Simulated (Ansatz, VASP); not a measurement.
**HPt2: VASP beside Ansatz**

```
CELL_PARAMETERS angstrom
-1.36806 1.36806 4.72929
1.36806 -1.36806 4.72929
1.36806 1.36806 -4.72929
ATOMIC_POSITIONS crystal
H 0.00000 0.00000 0.00000
Pt 0.63907 0.63907 0.00000
Pt 0.36093 0.36093 0.00000
```

Alike in both runs: functional PBE; k mesh 8 × 8 × 8; occupations gaussian, width 0.1 eV; no spin polarisation.

Ansatz relaxed the structure, and its values are those at the end. VASP's run is a single point on that final structure, the one shown.

|  | VASP | Ansatz |
| --- | --- | --- |
| version | VASP 6.6.1 | Ansatz 0.2.0 |
| potentials or method | VASP PAW PBE potentials, release 64 (H, Pt), cutoff 520 eV | scalar-relativistic, plane waves, PAW |
| valence electrons in the cell | 21 | 37 |

Ansatz gave:

| Property | Result |
| --- | --- |
| gap on the k mesh at the Fermi level (eV) | none |
| pressure (GPa) | 0.2 |
| rms of the force components (eV/Å) | 0.002 |

Which values does VASP return?

gap on the k mesh at the Fermi level (eV): none; pressure (GPa): -0.2; rms of the force components (eV/Å): 0.003.

A gap of «none» marks a metal or a gap that the smearing closes. With one functional, cell and mesh, what is left measures potentials, basis and numerics. VASP's potentials hold 21 valence electrons a cell and Ansatz's 37, so a difference there can come from the potentials and not from the codes.

The k mesh is coarse, so the values compare programs but aren't converged. Spin-orbit coupling is off throughout.
